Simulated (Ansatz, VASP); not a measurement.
Cs: VASP beside Ansatz

POSCAR

```
Cs
1.0
    0.0000000000      4.0002934844      4.0002934844
    4.0002934844      0.0000000000      4.0002934844
    4.0002934844      4.0002934844      0.0000000000
Cs
1
Direct
    0.0000000000      0.0000000000      0.0000000000
```

File INCAR.step1:

```
  PREC = Accurate
  ENCUT = 520
  ISMEAR = -1
  SIGMA = 0.05
  LREAL = F
  LASPH = T
  NELM = 60
  NBANDS = 10
  GGA = PE
  ALGO = Normal
  EDIFF = 1E-4
  LWAVE = T
  LCHARG = F
```

File INCAR.step2:

```
  PREC = Accurate
  ENCUT = 520
  EDIFF = 1E-6
  ISMEAR = -1
  SIGMA = 0.05
  LREAL = F
  LASPH = T
  NELM = 60
  ALGO = Normal
  ISIF = 2
  LWAVE = F
  LCHARG = F
  METAGGA = R2SCAN
  LMIXTAU = T
  NBANDS = 10
  ISTART = 1
```

KPOINTS

```
regular mesh
0
Gamma
  6 6 6
```

File input.yaml:

```yaml
crystal:
  lattice:
    - [0.0, 4.0002934844, 4.0002934844]
    - [4.0002934844, 0.0, 4.0002934844]
    - [4.0002934844, 4.0002934844, 0.0]
  atoms:
    - { symbol: Cs, position: [0.0, 0.0, 0.0] }
hamiltonian:
  xc: r2scan
  pseudopotentials: { kind: paw }
kpoints:
  mp_grid: { grid: [6, 6, 6] }
scf:
  occupations: { method: fermi_dirac, width: 0.05 }
output:
  forces: true
  stress: true
  eigenvalues: true
```

Alike in both runs: task single point; functional r2SCAN; k mesh 6 × 6 × 6; occupations fermi-dirac, width 0.05 eV; no spin polarisation.

|  | VASP | Ansatz |
| --- | --- | --- |
| version | VASP 6.6.1 | Ansatz 0.2.0 |
| potentials or method | VASP PAW PBE potentials, release 64 (Cs_sv) | Ansatz PAW |
| plane-wave cutoff (eV) | 520 | 500 |
| valence electrons in the cell | 9 | 9 |

```csv
,VASP,Ansatz,Ansatz less VASP
gap on the k mesh at the Fermi level (eV),none,none,-
pressure (GPa),0.0,0.0,0.00
```

VASP's potentials were made for PBE, not for r2SCAN. A gap of «none» marks a metal or a gap that the smearing closes.

Spin-orbit coupling is off throughout.
